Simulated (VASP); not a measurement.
# AlNi (Pm-3m) in VASP: settings compared, part 2 of 2

VASP 6.6.1. Earlier steps stand in the parts before.

### 4 Single point, BLYP, collinear spin, ferromagnetic start

This run uses another cell than the first one, of 12.47 Å³/atom.

The input, INCAR:

```
AGGAC = 1.0
AGGAX = 1.0
ALDAC = 0.0
ALDAX = 1.0
ALGO = Normal
EDIFF = 1E-7
ENCUT = 520
GGA = B5
ISIF = 2
ISMEAR = -1
ISPIN = 2
LASPH = True
LCHARG = True
LELF = True
LMAXMIX = 4
LORBIT = 11
LREAL = False
LVHAR = True
LWAVE = False
MAGMOM = 1 0
NBANDS = 18
NELM = 150
PREC = Accurate
SIGMA = 0.05
```

The input, KPOINTS:

```
k-points
0
Gamma
  9 9 9
```

The input, POSCAR:

```
AlNi
1.0
    2.9213235245      0.0000000000      0.0000000000
    0.0000000000      2.9213235245      0.0000000000
    0.0000000000      0.0000000000      2.9213235245
Ni Al
1 1
Direct
    0.5000000000      0.5000000000      0.5000000000
    0.0000000000      0.0000000000      0.0000000000
```

Potentials or basis: VASP PAW PBE potentials, release 64 (Ni, Al).

Run with:

```console
cat potpaw_PBE.64/Ni/POTCAR potpaw_PBE.64/Al/POTCAR > POTCAR
mpirun -np 1 vasp_std > vasp.out
```

OUTCAR:

```text
EDIFF = 1E-7
   ENCUT = 520
   GGA = B5
   ISIF = 2
   ISMEAR = -1
   ISPIN = 2
   LASPH = True
   LORBIT = 11
   LREAL = False
   NELM = 150
   PREC = Accurate

 ion  position               nearest neighbor table
   1  0.500  0.500  0.500-   2 2.53   2 2.53   2 2.53   2 2.53   2 2.53   2 2.53   2 2.53   2 2.53

   2  0.000  0.000  0.000-   1 2.53   1 2.53   1 2.53   1 2.53   1 2.53   1 2.53   1 2.53   1 2.53

  LATTYP: Found a simple cubic cell.
 ALAT       =     2.9213235245

  Lattice vectors:

 A1 = (   2.9213235245,   0.0000000000,   0.0000000000)
 A2 = (   0.0000000000,   2.9213235245,   0.0000000000)
 A3 = (   0.0000000000,   0.0000000000,   2.9213235245)

Analysis of symmetry for initial positions (statically):
=====================================================================
 Subroutine PRICEL returns:
 Original cell was already a primitive cell.

 Routine SETGRP: Setting up the symmetry group for a
 simple cubic supercell.

 Subroutine GETGRP returns: Found 48 space group operations
 (whereof 48 operations were pure point group operations)
 out of a pool of 48 trial point group operations.

The static configuration has the point symmetry O_h .

Analysis of symmetry for dynamics (positions and initial velocities):
=====================================================================
 Subroutine PRICEL returns:
 Original cell was already a primitive cell.

 Routine SETGRP: Setting up the symmetry group for a
 simple cubic supercell.

 Subroutine GETGRP returns: Found 48 space group operations
 (whereof 48 operations were pure point group operations)
 out of a pool of 48 trial point group operations.

The dynamic configuration has the point symmetry O_h .

Analysis of structural, dynamic, and magnetic symmetry:
=====================================================================
 Subroutine PRICEL returns:
 Original cell was already a primitive cell.

 Routine SETGRP: Setting up the symmetry group for a
 simple cubic supercell.

 Subroutine GETGRP returns: Found 48 space group operations
 (whereof 48 operations were pure point group operations)
 out of a pool of 48 trial point group operations.

The overall configuration has the point symmetry O_h .

 Subroutine INISYM returns: Found 48 space group operations
 (whereof 48 operations are pure point group operations),
 and found     1 'primitive' translations

----------------------------------------------------------------------------------------

                                     Primitive cell

  volume of cell :      24.9310

  direct lattice vectors                    reciprocal lattice vectors
     2.921323524  0.000000000  0.000000000     0.342310597  0.000000000  0.000000000
     0.000000000  2.921323524  0.000000000     0.000000000  0.342310597  0.000000000
     0.000000000  0.000000000  2.921323524     0.000000000  0.000000000  0.342310597

  length of vectors
     2.921323524  2.921323524  2.921323524     0.342310597  0.342310597  0.342310597

  position of ions in fractional coordinates (direct lattice)
     0.500000000  0.500000000  0.500000000
     0.000000000  0.000000000  0.000000000

[... 66 lines left out ...]
 SYSTEM =  unknown system
   PREC   = accura    normal or accurate (medium, high low for compatibility)
   ISTART =      0    job   : 0-new  1-cont  2-samecut
   ICHARG =      2    charge: 1-file 2-atom 10-const
   ISPIN  =      2    spin polarized calculation?
   LNONCOLLINEAR =      F non collinear calculations
   LSORBIT =      F    spin-orbit coupling
   LASPH  =      T    aspherical Exc in radial PAW
   ENCUT  =  520.0 eV  38.22 Ry    6.18 a.u.   5.43  5.43  5.43*2*pi/ulx,y,z
   NELM   =    150;   NELMIN=  2; NELMDL= -5     # of ELM steps
   EDIFF  = 0.1E-06   stopping-criterion for ELM
   LREAL  =      F    real-space projection
   EDIFFG = 0.1E-05   stopping-criterion for IOM
   NSW    =      0    number of steps for IOM
   IBRION =     -1    ionic relax: 0-MD 1-quasi-New 2-CG
   NFREE  =      0    steps in history (QN), initial steepest desc. (CG)
   ISIF   =      2    stress and relaxation
   ISYM   =      2    0-nonsym 1-usesym 2-fastsym
   POTIM  = 0.5000    time-step for ionic-motion
   TEBEG  =    0.0;   TEEND  =   0.0 temperature during run
   PSTRESS=    0.0 pullay stress
   NELECT =      13.0000    total number of electrons
   NUPDOWN=      -1.0000    fix difference up-down
   EMIN   =  10.00;   EMAX   =-10.00  energy-range for DOS
   EFERMI =   0.00;   METHOD = LEGACY
   ISMEAR =    -1;   SIGMA  =   0.05  broadening in eV -4-tet -1-fermi 0-gaus
   EFERMI_NEDOS =   21; number of points for ismear=-14 and -15
   IALGO  =     38    algorithm
   IMIX   =      4    mixing-type and parameters
     AMIX     =   0.40;   BMIX     =  1.00
     AMIX_MAG =   1.60;   BMIX_MAG =  1.00
  volume/ion in A,a.u.               =      12.47        84.12
  Fermi-wavevector in a.u.,A,eV,Ry     =   1.317679  2.490052 23.623496  1.736278
  Thomas-Fermi vector in A             =   2.447703
   LORBIT       =     11    0 simple, 1 ext, 2 COOP (PROOUT), +10 PAW based schemes
   GGA     = B5    functional components
   LHFCALC =     F    Hartree Fock is set to
   AEXX    =    0.0000 exact exchange contribution
   IVDW    =     0    specifies the selected vdW correction
   LEPSILON=     F    determine dielectric tensor
   LRPA    =     F    only Hartree local field effects (RPA)
 spin polarized calculation
  energy-cutoff  :      520.00
  volume of cell :       24.93
 maximum number of plane-waves:       691
 NGX is ok and might be reduce to    24
   NGX = 11   NGY = 11   NGZ = 11

 number of electron      13.0000002 magnetization       0.0020194

 number of electron      13.0000002 magnetization      -0.0000132

 Free energy of the ion-electron system (eV)
  ---------------------------------------------------
  ext. energy  EPLUGINS =         0.00000000
  ---------------------------------------------------
  free energy    TOTEN  =        -8.59723421 eV

  energy without entropy =       -8.58982781  energy(sigma->0) =       -8.59353101

 E-fermi :   9.9584     XC(G=0): -11.3052

 val. band max:        9.9297945630   @ k =   0.3333   0.3333   0.0000
 cond. band min:       9.9881841196   @ k =   0.3333   0.1111   0.1111
 fundamental gap:      0.0583895566
 Fermi energy:         9.9584487832

 spin component 1

 k-point     1 :       0.0000    0.0000    0.0000
  band No.  band energies     occupation
      1      -0.7966      1.00000
      2       6.9306      1.00000
      3       6.9306      1.00000
      4       8.4579      1.00000
      5       8.4579      1.00000
      6       8.4579      1.00000
[... 493 lines left out ...]
     17      32.0357      0.00000
     18      35.6913      0.00000

 [... further k-points ...]

 spin component 2

 k-point     1 :       0.0000    0.0000    0.0000
  band No.  band energies     occupation
      1      -0.7966      1.00000
      2       6.9306      1.00000
      3       6.9306      1.00000
      4       8.4579      1.00000
      5       8.4579      1.00000
      6       8.4579      1.00000
[... 493 lines left out ...]
     17      32.0357      0.00000
     18      35.6871      0.00000

 [... further k-points ...]

------------------------ aborting loop because EDIFF is reached ----------------------------------------

  FORCE on cell =-STRESS in cart. coord.  units (eV):
  Direction    XX          YY          ZZ          XY          YZ          ZX
  --------------------------------------------------------------------------------------
  -------------------------------------------------------------------------------------
  Total        0.0508607      0.0508607      0.0508607      0.0000000     -0.0000000     -0.0000000
  in kB        3.2685395      3.2685395      3.2685395      0.0000000     -0.0000000     -0.0000000
  external PRESSURE =       3.2685395 kB  Pullay stress =       0.0000000 kB

 VOLUME and BASIS-vectors are now :
 -----------------------------------------------------------------------------
  energy-cutoff  :      520.00
  volume of cell :       24.93
      direct lattice vectors                 reciprocal lattice vectors
     2.921323524  0.000000000  0.000000000     0.342310597  0.000000000  0.000000000
     0.000000000  2.921323524  0.000000000     0.000000000  0.342310597  0.000000000
     0.000000000  0.000000000  2.921323524     0.000000000  0.000000000  0.342310597

 POSITION                                       TOTAL-FORCE (eV/Angst)
 -----------------------------------------------------------------------------------
      1.46066      1.46066      1.46066         0.000000      0.000000      0.000000
      0.00000      0.00000      0.00000         0.000000      0.000000      0.000000
 -----------------------------------------------------------------------------------
    total drift:                                0.000000      0.000000     -0.000000

  FREE ENERGIE OF THE ION-ELECTRON SYSTEM (eV)
  ---------------------------------------------------
  free  energy   TOTEN  =        -8.5972342092 eV

  energy  without entropy=       -8.5898278116  energy(sigma->0) =       -8.59353101

 total charge

# of ion       s       p       d       tot
------------------------------------------
    1        0.468   0.480   8.502   9.451
    2        0.380   0.394   0.000   0.774
--------------------------------------------------
tot          0.848   0.874   8.502  10.225

 magnetization (x)

# of ion       s       p       d       tot
------------------------------------------
    1       -0.000  -0.000  -0.000  -0.000
    2        0.000   0.000   0.000   0.000
--------------------------------------------------
tot          0.000  -0.000  -0.000  -0.000
```

stdout:

```text
POSCAR found type information on POSCAR NiAl
 POSCAR found :  2 types and       2 ions
 scaLAPACK will be used
 -----------------------------------------------------------------------------
|                                                                             |
|                                                                             |
|     You enforced a specific xc type in the INCAR file but a different       |
|     I HOPE YOU KNOW WHAT YOU ARE DOING!                                     |
|                                                                             |
 -----------------------------------------------------------------------------

 LDA part: xc-table for (Slater(with rela. corr.)+VWN5), standard interpolation
 POSCAR, INCAR and KPOINTS ok, starting setup
 FFT: planning ... GRIDC
 FFT: planning ... GRID_SOFT
 FFT: planning ... GRID
 WAVECAR not read
 entering main loop
```

Run time: 61 s. Hardware: 1 thread of Intel Xeon 8259CL, shared host; peak memory 0.16 GiB.

Results:

- Free energy: -8.5972 eV
- Pressure: 0.3 GPa
- Net moment: 0.00 μB per cell
- Valence electrons inside the program's atomic spheres: Ni 9.45; Al 0.77

Caveat: the PAW data sets were made with another functional, which shifts forces and pressure a little.

### 5 Single point, r2SCAN, collinear spin, ferromagnetic start

This run uses another cell than the first one, of 11.73 Å³/atom.

The input, POSCAR:

```
AlNi
1.0
    2.8625652349      0.0000000000      0.0000000000
    0.0000000000      2.8625652349      0.0000000000
    0.0000000000      0.0000000000      2.8625652349
Ni Al
1 1
Direct
    0.5000000000      0.5000000000      0.5000000000
    0.0000000000      0.0000000000      0.0000000000
```

The input, INCAR.step1:

```
SYSTEM = AlNi
ALGO = Normal
EDIFF = 1E-4
ENCUT = 520
GGA = PE
ISMEAR = -1
ISPIN = 2
LASPH = .TRUE.
LCHARG = .FALSE.
LMAXMIX = 4
LREAL = .FALSE.
LWAVE = .TRUE.
MAGMOM = 1 0
NBANDS = 18
NELM = 150
PREC = Accurate
SIGMA = 0.05
```

The input, INCAR.step2:

```
SYSTEM = AlNi
ALGO = Normal
EDIFF = 1E-7
ENCUT = 520
ISIF = 2
ISMEAR = -1
ISPIN = 2
ISTART = 1
LASPH = .TRUE.
LCHARG = .TRUE.
LELF = .TRUE.
LMAXMIX = 4
LMIXTAU = .TRUE.
LORBIT = 11
LREAL = .FALSE.
LVHAR = .TRUE.
LWAVE = .FALSE.
MAGMOM = 1 0
METAGGA = R2SCAN
NBANDS = 18
NELM = 150
PREC = Accurate
SIGMA = 0.05
```

The input, KPOINTS:

```
k-points
0
G
  9 9 9
  0 0 0
```

Run with:

```console
cat potpaw_PBE.64/Ni/POTCAR potpaw_PBE.64/Al/POTCAR > POTCAR
cp INCAR.step1 INCAR
mpirun -np 1 vasp_std > vasp.out
cp INCAR.step2 INCAR
mpirun -np 1 vasp_std > vasp.out
```

It took 2.4 min on 1 thread of Intel Xeon 8259CL, shared host; peak memory 0.17 GiB.

Results (log left out):

| Quantity | Value |
| --- | --- |
| Free energy | -20.0683 eV |
| Pressure | -0.2 GPa |
| Net moment | 0.00 μB per cell |
| Valence electrons inside the program's atomic spheres | Ni 9.55; Al 0.82 |

Levels at points of the mesh, in eV from the Fermi level:
Spin up:
```csv
k point,band 2,band 3,band 4,band 5,band 6,band 7,band 8,band 9,band 10,band 11
"(0.00, 0.00, 0.00)",-3.48,-3.48,-1.69,-1.69,-1.69,5.95,5.95,5.95,8.43,8.43
```
Spin down:
| k point | band 3 | band 4 | band 5 | band 6 | band 7 | band 8 | band 9 | band 10 |
| --- | --- | --- | --- | --- | --- | --- | --- | --- |
| (0.00, 0.00, 0.00) | -3.48 | -1.69 | -1.69 | -1.69 | 5.95 | 5.95 | 5.95 | 8.43 |

Caveat: the PAW data sets were made with another functional, which shifts forces and pressure a little.

### 6 Overview

```tsv
level	cell	gap on the mesh (eV)	pressure (GPa)	moment (μB)
RPBE	a = 2.916 Å, 2 atoms	none	0.0	0.00
revPBE	a = 2.910 Å, 2 atoms	none	-0.1	0.00
BLYP	a = 2.921 Å, 2 atoms	none	0.3	0.00
r2SCAN	a = 2.863 Å, 2 atoms	none	-0.2	0.00
```

Alike in all rows: task single point; potentials or basis VASP PAW PBE potentials, release 64 (Ni, Al); spin collinear, ferromagnetic start; k mesh 9 × 9 × 9; cutoff (eV) 520; smearing fermi-dirac 0.05 eV.

Caveats: the PAW data sets were made with another functional, which shifts forces and pressure a little.

Total energies depend on the potentials used, so only differences within one code and one set of settings carry meaning.
